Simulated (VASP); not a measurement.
# Fe (Im-3m) in VASP: notebook

The runs below take Fe through single point, with PBE.

Everything below comes from runs of VASP 6.6.1. Logs are shortened: lines on timing, memory, paths and dates and some standing lists are left out, and cuts for length are marked.

## Step 1: The cell of the first run

Symmetry: Im-3m, No. 229, cubic system. Conventional cell: a = 2.823 Å, b = 2.823 Å, c = 2.823 Å, α = 90.00°, β = 90.00°, γ = 90.00°. Fe (site symmetry m-3m) has 14 Fe at 2.44 to 2.82 Å within 3.2 Å.

## Step 2: Single point, PBE, collinear spin, ferromagnetic start

Contents of INCAR:

```
SYSTEM = Fe
PREC = Accurate
ENCUT = 520
EDIFF = 1E-6
ISMEAR = 0
SIGMA = 0.05
LREAL = .FALSE.
LASPH = .TRUE.
NELM = 150
ALGO = Normal
ISIF = 2
LWAVE = .FALSE.
LCHARG = .FALSE.
ISPIN = 2
MAGMOM = 2.55
LORBIT = 11
LMAXMIX = 4
GGA = PE
NBANDS = 14
```

Contents of KPOINTS:

```
Automatic mesh
0
G
  22 22 22
  0 0 0
```

Contents of POSCAR:

```
Fe
1.0
   -1.4115332172      1.4115332172      1.4115332172
    1.4115332172     -1.4115332172      1.4115332172
    1.4115332172      1.4115332172     -1.4115332172
Fe
1
Direct
    0.0000000000      0.0000000000      0.0000000000
```

Potentials or basis: VASP PAW PBE potentials, release 64 (Fe).

Command:

```sh
> cat potpaw_PBE.64/Fe/POTCAR > POTCAR
> mpirun -np 1 vasp_std > vasp.out
```

OUTCAR:

```text
SYSTEM = Fe
   PREC = Accurate
   ENCUT = 520
   EDIFF = 1E-6
   ISMEAR = 0
   LREAL = .FALSE.
   LASPH = .TRUE.
   NELM = 150
   ISIF = 2
   ISPIN = 2
   LORBIT = 11
   GGA = PE

 ion  position               nearest neighbor table
   1  0.000  0.000  0.000-

  LATTYP: Found a body centered cubic cell.
 ALAT       =     2.8230664344

  Lattice vectors:

 A1 = (  -1.4115332172,   1.4115332172,   1.4115332172)
 A2 = (   1.4115332172,  -1.4115332172,   1.4115332172)
 A3 = (   1.4115332172,   1.4115332172,  -1.4115332172)

Analysis of symmetry for initial positions (statically):
=====================================================================
 Subroutine PRICEL returns:
 Original cell was already a primitive cell.

 Routine SETGRP: Setting up the symmetry group for a
 body centered cubic supercell.

 Subroutine GETGRP returns: Found 48 space group operations
 (whereof 48 operations were pure point group operations)
 out of a pool of 48 trial point group operations.

The static configuration has the point symmetry O_h .

Analysis of symmetry for dynamics (positions and initial velocities):
=====================================================================
 Subroutine PRICEL returns:
 Original cell was already a primitive cell.

 Routine SETGRP: Setting up the symmetry group for a
 body centered cubic supercell.

 Subroutine GETGRP returns: Found 48 space group operations
 (whereof 48 operations were pure point group operations)
 out of a pool of 48 trial point group operations.

The dynamic configuration has the point symmetry O_h .

Analysis of structural, dynamic, and magnetic symmetry:
=====================================================================
 Subroutine PRICEL returns:
 Original cell was already a primitive cell.

 Routine SETGRP: Setting up the symmetry group for a
 body centered cubic supercell.

 Subroutine GETGRP returns: Found 48 space group operations
 (whereof 48 operations were pure point group operations)
 out of a pool of 48 trial point group operations.

The overall configuration has the point symmetry O_h .

 Subroutine INISYM returns: Found 48 space group operations
 (whereof 48 operations are pure point group operations),
 and found     1 'primitive' translations

----------------------------------------------------------------------------------------

                                     Primitive cell

  volume of cell :      11.2495

  direct lattice vectors                    reciprocal lattice vectors
    -1.411533217  1.411533217  1.411533217     0.000000000  0.354224749  0.354224749
     1.411533217 -1.411533217  1.411533217     0.354224749  0.000000000  0.354224749
     1.411533217  1.411533217 -1.411533217     0.354224749  0.354224749  0.000000000

  length of vectors
     2.444847249  2.444847249  2.444847249     0.500949445  0.500949445  0.500949445

  position of ions in fractional coordinates (direct lattice)
     0.000000000  0.000000000  0.000000000

  ion indices of the primitive-cell ions
   primitive index   ion index
                 1           1

----------------------------------------------------------------------------------------

 KPOINTS: Automatic mesh

Automatic generation of k-mesh.
 Grid dimensions read from file:
 generate k-points for:   22   22   22

 Generating k-lattice:

  Cartesian coordinates                     Fractional coordinates (reciprocal lattice)
     0.000000000  0.016101125  0.016101125     0.045454545  0.000000000  0.000000000
     0.016101125  0.000000000  0.016101125     0.000000000  0.045454545  0.000000000
     0.016101125  0.016101125  0.000000000     0.000000000  0.000000000  0.045454545

  Length of vectors
     0.022770429  0.022770429  0.022770429

  Shift w.r.t. Gamma in fractional coordinates (k-lattice)
     0.000000000  0.000000000  0.000000000

 Subroutine IBZKPT returns following result:
 ===========================================

 Found    328 irreducible k-points:

 Following reciprocal coordinates:
            Coordinates               Weight
  0.000000  0.000000  0.000000      1.000000
  0.045455  0.000000  0.000000     12.000000
  0.090909  0.000000  0.000000     12.000000
  0.136364  0.000000  0.000000     12.000000
  0.181818  0.000000  0.000000     12.000000
  0.227273  0.000000  0.000000     12.000000
[... 16 lines left out ...]
  0.090909  0.090909  0.000000     24.000000
  0.136364  0.090909  0.000000     48.000000
 [... further k-points ...]
   k-points           NKPTS =    328   k-points in BZ     NKDIM =    328   number of bands    NBANDS=     14
   number of dos      NEDOS =    301   number of ions     NIONS =      1
   total plane-waves  NPLWV =   5832
   dimension x,y,z NGX =    18 NGY =   18 NGZ =   18
   dimension x,y,z NGXF=    36 NGYF=   36 NGZF=   36
   ions per type =               1
   NGX,Y,Z   is equivalent  to a cutoff of  12.24, 12.24, 12.24 a.u.
   NGXF,Y,Z  is equivalent  to a cutoff of  24.48, 24.48, 24.48 a.u.
 SYSTEM =  Fe
   PREC   = accura    normal or accurate (medium, high low for compatibility)
   ISTART =      0    job   : 0-new  1-cont  2-samecut
   ICHARG =      2    charge: 1-file 2-atom 10-const
   ISPIN  =      2    spin polarized calculation?
   LNONCOLLINEAR =      F non collinear calculations
   LSORBIT =      F    spin-orbit coupling
   LASPH  =      T    aspherical Exc in radial PAW
   ENCUT  =  520.0 eV  38.22 Ry    6.18 a.u.   4.55  4.55  4.55*2*pi/ulx,y,z
   NELM   =    150;   NELMIN=  2; NELMDL= -5     # of ELM steps
   EDIFF  = 0.1E-05   stopping-criterion for ELM
   LREAL  =      F    real-space projection
   EDIFFG = 0.1E-04   stopping-criterion for IOM
   NSW    =      0    number of steps for IOM
   IBRION =     -1    ionic relax: 0-MD 1-quasi-New 2-CG
   NFREE  =      0    steps in history (QN), initial steepest desc. (CG)
   ISIF   =      2    stress and relaxation
   ISYM   =      2    0-nonsym 1-usesym 2-fastsym
   POTIM  = 0.5000    time-step for ionic-motion
   TEBEG  =    0.0;   TEEND  =   0.0 temperature during run
   PSTRESS=    0.0 pullay stress
   NELECT =       8.0000    total number of electrons
   NUPDOWN=      -1.0000    fix difference up-down
   EMIN   =  10.00;   EMAX   =-10.00  energy-range for DOS
   EFERMI =   0.00;   METHOD = LEGACY
   ISMEAR =     0;   SIGMA  =   0.05  broadening in eV -4-tet -1-fermi 0-gaus
   EFERMI_NEDOS =   21; number of points for ismear=-14 and -15
   IALGO  =     38    algorithm
   IMIX   =      4    mixing-type and parameters
     AMIX     =   0.40;   BMIX     =  1.00
     AMIX_MAG =   1.60;   BMIX_MAG =  1.00
  volume/ion in A,a.u.               =      11.25        75.92
  Fermi-wavevector in a.u.,A,eV,Ry     =   1.461259  2.761378 29.052201  2.135276
  Thomas-Fermi vector in A             =   2.577611
   LORBIT       =     11    0 simple, 1 ext, 2 COOP (PROOUT), +10 PAW based schemes
   GGA     = PE    functional components
   LHFCALC =     F    Hartree Fock is set to
   AEXX    =    0.0000 exact exchange contribution
   IVDW    =     0    specifies the selected vdW correction
   LEPSILON=     F    determine dielectric tensor
   LRPA    =     F    only Hartree local field effects (RPA)
 spin polarized calculation
 Gauss-broadening in eV      SIGMA  =   0.05
  energy-cutoff  :      520.00
  volume of cell :       11.25
 maximum number of plane-waves:       321
   NGX =  9   NGY =  9   NGZ =  9

 number of electron       8.0000009 magnetization       2.1664279

 Free energy of the ion-electron system (eV)
  ---------------------------------------------------
  ext. energy  EPLUGINS =         0.00000000
  ---------------------------------------------------
  free energy    TOTEN  =        -8.24294096 eV

  energy without entropy =       -8.24194068  energy(sigma->0) =       -8.24244082

 E-fermi :   5.9141     XC(G=0): -13.1737

 val. band max:        5.9138726026   @ k =  -0.4545  -0.4545   0.0455
 cond. band min:       5.9196511692   @ k =  -0.4545   0.4545   0.4545
 fundamental gap:      0.0057785666
 Fermi energy:         5.9141046349

 spin component 1

 k-point     1 :       0.0000    0.0000    0.0000
  band No.  band energies     occupation
      1      -2.5684      1.00000
      2       3.6095      1.00000
      3       3.6095      1.00000
      4       3.6095      1.00000
      5       4.8317      1.00000
      6       4.8317      1.00000
      7      31.0400      0.00000
      8      31.0400      0.00000
      9      31.0400      0.00000
     10      36.1853      0.00000
     11      36.1853      0.00000
     12      38.5505      0.00000
     13      38.5505      0.00000
     14      38.5505      0.00000
[... 375 lines left out ...]
 k-point    24 :       0.1364    0.0909    0.0000
  band No.  band energies     occupation
      1      -1.0307      1.00000
      2       3.2772      1.00000
      3       3.3763      1.00000
      4       4.4973      1.00000
      5       4.5730      1.00000
      6       4.9200      1.00000
      7      25.0652      0.00000
      8      26.7783      0.00000
      9      30.7951      0.00000
     10      31.4306      0.00000
     11      35.0895      0.00000
     12      36.4874      0.00000
     13      40.4582      0.00000
     14      40.5949      0.00000

 [... further k-points ...]

 spin component 2

 k-point     1 :       0.0000    0.0000    0.0000
  band No.  band energies     occupation
      1      -2.3947      1.00000
      2       5.4850      1.00000
      3       5.4851      1.00000
      4       5.4852      1.00000
      5       7.5705      0.00000
      6       7.5707      0.00000
      7      30.8012      0.00000
      8      30.8012      0.00000
      9      30.8012      0.00000
     10      36.3983      0.00000
     11      36.3983      0.00000
     12      39.2002      0.00000
     13      39.2002      0.00000
     14      39.2002      0.00000
[... 375 lines left out ...]
 k-point    24 :       0.1364    0.0909    0.0000
  band No.  band energies     occupation
      1      -0.8304      1.00000
      2       5.0795      1.00000
      3       5.1980      1.00000
      4       6.4365      0.00000
      5       7.1786      0.00000
      6       7.6652      0.00000
      7      25.4727      0.00000
      8      27.1020      0.00000
      9      31.2153      0.00000
     10      31.6900      0.00000
     11      35.4192      0.00000
     12      37.0631      0.00000
     13      40.8374      0.00000
     14      41.0042      0.00000

 [... further k-points ...]
[... 5 lines left out ...]
  --------------------------------------------------------------------------------------
  -------------------------------------------------------------------------------------
  Total        0.0924769      0.0924769      0.0924769      0.0000000     -0.0000000     -0.0000000
  in kB       13.1707513     13.1707513     13.1707513      0.0000000     -0.0000000     -0.0000000
  external PRESSURE =      13.1707513 kB  Pullay stress =       0.0000000 kB

 VOLUME and BASIS-vectors are now :
 -----------------------------------------------------------------------------
  energy-cutoff  :      520.00
  volume of cell :       11.25
      direct lattice vectors                 reciprocal lattice vectors
    -1.411533217  1.411533217  1.411533217     0.000000000  0.354224749  0.354224749
     1.411533217 -1.411533217  1.411533217     0.354224749  0.000000000  0.354224749
     1.411533217  1.411533217 -1.411533217     0.354224749  0.354224749  0.000000000

 POSITION                                       TOTAL-FORCE (eV/Angst)
 -----------------------------------------------------------------------------------
      0.00000      0.00000      0.00000         0.000000     -0.000000     -0.000000
 -----------------------------------------------------------------------------------
    total drift:                                0.000000     -0.000000      0.000000

  FREE ENERGIE OF THE ION-ELECTRON SYSTEM (eV)
  ---------------------------------------------------
  free  energy   TOTEN  =        -8.2429409573 eV

  energy  without entropy=       -8.2419406785  energy(sigma->0) =       -8.24244082

 total charge

# of ion       s       p       d       tot
------------------------------------------
    1        0.492   0.550   6.246   7.288

 magnetization (x)

# of ion       s       p       d       tot
------------------------------------------
    1       -0.012  -0.054   2.227   2.161
```

Wall time 41 s (1 thread of AMD EPYC 9R45 (Zen 5), shared host); peak memory 0.15 GiB.

What came out:

* Free energy: -8.2429 eV
* Pressure: 1.3 GPa
* Net moment: 2.17 μB per cell
* Site moments: Fe +2.16 μB
* Valence electrons inside the program's atomic spheres: Fe 7.29

## Step 3: Single point, PBE, collinear spin, ferromagnetic start

This run uses another cell than the first one, of 11.35 Å³/atom, 1.009 times its volume.

Contents of INCAR:

```
SYSTEM = Fe
  ALGO = Normal
  EDIFF = 1E-6
  ENCUT = 520
  GGA = PE
  ISIF = 2
  ISMEAR = 0
  ISPIN = 2
  LASPH = .True.
  LCHARG = .False.
  LMAXMIX = 4
  LORBIT = 11
  LREAL = .False.
  LWAVE = .False.
  MAGMOM = 2.41
  NBANDS = 14
  NELM = 150
  PREC = Accurate
  SIGMA = 0.05
```

Contents of KPOINTS:

```
k-points
0
Gamma
  22 22 22
  0 0 0
```

Contents of POSCAR:

```
Fe
1.0
   -1.4155932732      1.4155932732      1.4155932732
    1.4155932732     -1.4155932732      1.4155932732
    1.4155932732      1.4155932732     -1.4155932732
Fe
1
Direct
    0.0000000000      0.0000000000      0.0000000000
```

Potentials or basis: VASP PAW PBE potentials, release 64 (Fe).

Command:

```sh
> cat potpaw_PBE.64/Fe/POTCAR > POTCAR
> mpirun -np 1 vasp_std > vasp.out
```

Wall time 42 s (1 thread of AMD EPYC 9R45 (Zen 5), shared host); peak memory 0.15 GiB.

The run converged. Its results:

* Free energy: -8.2433 eV
* Pressure: -0.6 GPa
* Net moment: 2.18 μB per cell
* Site moments: Fe +2.17 μB
* Valence electrons inside the program's atomic spheres: Fe 7.27

Levels at points of the mesh, in eV from the Fermi level:
Spin up:
```tsv
k point	band 3	band 4	band 5	band 6	band 7	band 8
(0.00, 0.00, 0.00)	-2.28	-2.28	-1.08	-1.08	25.05	25.05
(0.50, 0.00, 0.00)	-1.01	-0.89	0.41	0.53	7.38	18.39
(0.50, 0.50, 0.50)	0.14	0.14	0.14	9.96	9.96	9.96
```
Spin down:
| k point | band 1 | band 2 | band 3 | band 4 | band 5 | band 6 | band 7 | band 8 |
| --- | --- | --- | --- | --- | --- | --- | --- | --- |
| (0.00, 0.00, 0.00) | -8.26 | -0.40 | -0.40 | -0.40 | 1.67 | 1.67 | 24.80 | 24.80 |
| (0.50, 0.00, 0.00) | -3.64 | -1.68 | 0.64 | 1.52 | 1.92 | 2.60 | 8.74 | 18.45 |
| (0.50, 0.50, 0.50) | -3.02 | -3.02 | 2.30 | 2.30 | 2.30 | 10.23 | 10.23 | 10.23 |

(Continued in part 2 of 2.)
